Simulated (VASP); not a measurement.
Write the native input for VASP 6.6.1 that does the following.

```
Task                   : relaxation of cell and atoms
Functional             : PBE
Potentials or basis    : VASP PAW PBE potentials, release 64 (Ga_d, B)
Cutoff                 : 500 eV
k mesh                 : 18 × 18 × 18
Occupations            : gaussian, width 0.1 eV
Spin                   : no spin polarisation
Dipole correction      : no
Further INCAR settings : ALGO = Normal; EDIFF = 1e-07; IBRION = 2; EDIFFG = -0.01; NSW = 100; ISIF = 3
```

The structure of GaB lies in POSCAR:

```
GaB
1.0
    2.9120589862      0.0000000000      0.0000000000
    0.0000000000      2.9120589862      0.0000000000
    0.0000000000      0.0000000000      2.9120589862
Ga B
1 1
Direct
    0.0000000000      0.0000000000      0.0000000000
    0.5000000000      0.5000000000      0.5000000000
```

These files were run (other wordings do the same):

INCAR

```
ALGO = Normal ; EDIFF = 1E-7
EDIFFG = -0.01 ; ENCUT = 500
GGA = PE ; GGA_COMPAT = F
IBRION = 2 ; ISIF = 3
ISMEAR = 0 ; LASPH = T
LCHARG = F ; LREAL = F
LWAVE = F ; NELM = 120
NELMIN = 4 ; NSW = 100
PREC = Accurate ; SIGMA = 0.1
```

KPOINTS

```
k-points
0
Gamma
  18 18 18
```

Potentials or basis: VASP PAW PBE potentials, release 64 (Ga_d, B).

Run with:

```sh
$ cat potpaw_PBE.64/Ga_d/POTCAR potpaw_PBE.64/B/POTCAR > POTCAR
$ mpirun -np 1 vasp_std > vasp.out
```

It gave:

```json
{"Relaxed volume": "12.19 Å³/atom", "Relaxed cell": "a = 2.900 Å, b = 2.900 Å, c = 2.900 Å, α = 90.00°, β = 90.00°, γ = 90.00°", "Space group after relaxing (to 0.05 Å)": "Pm-3m (No. 221)", "Energy gained by relaxing": "0.6 meV/atom", "Ionic steps": "2", "Pressure after relaxing": "0.1 GPa", "Band gap on the k mesh": "zero (band 8 reaches 10.19 eV, above the bottom of band 9 at 3.08 eV)"}
```

It took 56 s on 1 thread of AMD EPYC 7R13 Processor (Zen 3), with other jobs on the host, peak memory 0.16 GiB.
